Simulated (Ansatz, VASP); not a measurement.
**Ti3ZnH: VASP beside Ansatz**

File INCAR:

```
SYSTEM = Ti3ZnH
  PREC = Accurate
  ENCUT = 520
  EDIFF = 1E-7
  ISMEAR = 0
  SIGMA = 0.1
  LREAL = .False.
  LASPH = .True.
  NELM = 100
  ALGO = Normal
  ISIF = 2
  LWAVE = .False.
  LCHARG = .False.
  GGA = PE
  NBANDS = 32
```

File KPOINTS:

```
regular mesh
0
Gamma
  10 10 10
  0 0 0
```

File POSCAR:

```
Ti3ZnH
1.0
    4.0873541805      0.0000000000      0.0000000000
    0.0000000000      4.0873541805      0.0000000000
    0.0000000000      0.0000000000      4.0873541805
Ti Zn H
3 1 1
Direct
    0.0000000000      0.5000000000      0.5000000000
    0.5000000000      0.5000000000      0.0000000000
    0.5000000000      0.0000000000      0.5000000000
    0.0000000000      0.0000000000      0.0000000000
    0.5000000000      0.5000000000      0.5000000000
```

Input for Ansatz:

```yaml
crystal:
  lattice:
    - [4.0873541805, 0.0, 0.0]
    - [0.0, 4.0873541805, 0.0]
    - [0.0, 0.0, 4.0873541805]
  atoms:
    - { symbol: Ti, position: [0.0, 0.5, 0.5] }
    - { symbol: Ti, position: [0.5, 0.5, 0.0] }
    - { symbol: Ti, position: [0.5, 0.0, 0.5] }
    - { symbol: Zn, position: [0.0, 0.0, 0.0] }
    - { symbol: H, position: [0.5, 0.5, 0.5] }
basis:
  ecutwfc: 420
kpoints:
  mp_grid: { grid: [10, 10, 10] }
hamiltonian:
  xc: pbe
scf:
  occupations: { method: gaussian, width: 0.1 }
output:
  forces: true
  stress: true
  eigenvalues: true
```

Alike in both runs: task single point; functional PBE; k mesh 10 × 10 × 10; occupations gaussian, width 0.1 eV; no spin polarisation.

|  | VASP | Ansatz |
| --- | --- | --- |
| version | VASP 6.6.1 | Ansatz 0.2.0 |
| potentials or method | VASP PAW PBE potentials, release 64 (Ti_sv, Zn, H), cutoff 520 eV | scalar-relativistic, plane waves, PAW |
| valence electrons in the cell | 49 | 49 |

|  | VASP | Ansatz | Ansatz less VASP |
| --- | --- | --- | --- |
| gap on the k mesh at the Fermi level (eV) | none | none | - |
| pressure (GPa) | -3.3 | -3.3 | -0.02 |

A gap of «none» marks a metal or a gap that the smearing closes.
